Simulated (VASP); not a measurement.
Runs of VASP 6.6.1 on NaCl. The structure is that of space group F-43m (No. 216), or close to it. The cells are those of the table. 

```tsv
level	cell	k mesh	gap on the mesh (eV)	pressure (GPa)
r2SCAN	a = 4.366 Å, angles 60.0°, 2 atoms	6 × 6 × 6	5.57	-0.1
PBE	a = 4.508 Å, angles 60.0°, 2 atoms	6 × 6 × 6	4.72	-0.9
PBE	a = 4.465 Å, angles 60.0°, 2 atoms	6 × 6 × 6	(d)	-0.5
PBE	a = 4.377 Å, angles 60.0°, 2 atoms	6 × 6 × 6	4.92	0.5
PBE	a = 4.422 Å, angles 60.0°, 2 atoms	6 × 6 × 6	4.85	0.0
r2SCAN	a = 4.277 Å, angles 60.0°, 2 atoms	6 × 6 × 6	5.72	1.2
PBE	a = 4.331 Å, angles 60.0°, 2 atoms	6 × 6 × 6	5.00	1.2
PBE	a = 4.366 Å, angles 60.0°, 2 atoms	8 × 8 × 8	4.94	(a)
r2SCAN	a = 4.409 Å, angles 60.0°, 2 atoms	6 × 6 × 6	5.50	(c)
r2SCAN	a = 4.366 Å, angles 60.0°, 2 atoms	8 × 8 × 8	5.57	-0.1
r2SCAN	a = 4.322 Å, angles 60.0°, 2 atoms	6 × 6 × 6	5.64	0.5
r2SCAN	a = 4.452 Å, angles 60.0°, 2 atoms	6 × 6 × 6	5.43	(b)
```

Alike in all rows: task single point; potentials or basis VASP PAW PBE potentials, release 64 (Na_pv, Cl); no spin polarisation; cutoff (eV) 520; smearing gaussian 0.01 eV.

Question: Estimate the missing entries.

Answer: (a) 0.7; (b) -1.1; (c) -0.6; (d) 4.78.

Caveats: the PAW data sets were made with another functional, which shifts forces and pressure a little (some runs).

A k mesh can miss the band edges.
